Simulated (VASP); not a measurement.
Sr2PbSe3: single point with PBEsol

Crystal: Sr2PbSe3.

```
Sr Pb Se
1.0
     3.04923   -7.13075    0.00000
     3.04923    7.13075    0.00000
     0.00000    0.00000    4.54217
Sr Pb Se
2 1 3
Cartesian
  3.0492 -2.0609 2.2711
  3.0492 2.0609 2.2711
  0.0000 0.0000 0.0000
  3.0492 5.0502 2.2711
  3.0492 -5.0502 2.2711
  3.0492 0.0000 0.0000
```

| Quantity | Value |
| --- | --- |
| Program | VASP 6.6.1 |
| Task | single point |
| Functional | PBEsol |
| Potentials or basis | VASP PAW PBE potentials, release 64 (Sr_sv, Pb_d, Se) |
| Cutoff | 520 eV |
| k mesh | 4 × 4 × 4 |
| Occupations | fermi-dirac, width 0.03 eV |
| Spin | no spin polarisation |
| Dipole correction | no |
| Further INCAR settings | ALGO = Normal; EDIFF = 1e-06; NBANDS = 35 |

- Pressure: 0.1 GPa
- Largest force: 0.011 eV/Å
- Band gap on the k mesh: 1.84 eV (least direct gap 2.05 eV)

Forces in eV/Å, atoms in the order of the input:
```
Sr   0.000 -0.002  0.000
Sr   0.000  0.002  0.000
Pb   0.000  0.000  0.000
Se   0.000  0.011  0.000
Se   0.000 -0.011  0.000
Se   0.000  0.000  0.000
```

Stress tensor (GPa, compression positive):
```
0.17 0.00 0.00
0.00 0.14 0.00
0.00 0.00 0.06
```

Levels at points of the mesh, in eV from the valence-band top:
```csv
k point,band 22,band 23,band 24,band 25,band 26,band 27,band 28,band 29,band 30,band 31
"(0.00, 0.00, 0.00)",-1.15,-1.05,-0.92,-0.45,-0.39,2.05,2.97,3.13,3.52,3.90
"(0.50, 0.00, 0.00)",-1.47,-1.44,-1.05,-0.59,-0.25,1.89,2.29,2.71,3.55,4.11
"(0.50, 0.50, 0.00)",-1.12,-0.84,-0.75,-0.65,-0.58,2.39,2.84,3.26,4.10,4.13
"(0.00, 0.00, 0.50)",-1.30,-1.13,-0.85,-0.81,-0.66,2.50,3.69,3.84,3.96,3.96
"(0.50, 0.00, 0.50)",-1.74,-1.57,-0.90,-0.85,-0.22,1.84,3.18,3.31,4.03,4.42
"(0.50, 0.50, 0.50)",-1.37,-1.25,-1.13,-0.59,-0.19,2.40,2.90,3.37,3.40,4.19
```

Run time: 2.5 min on 1 thread of AMD EPYC 9R45 96-Core Processor (Zen 5) (shared host), peak memory 0.39 GiB.

Caveat: the PAW data sets were made with another functional, which shifts forces and pressure a little; spin-orbit coupling is left out, which moves the levels of the heavy elements. A k mesh can miss the band edges.
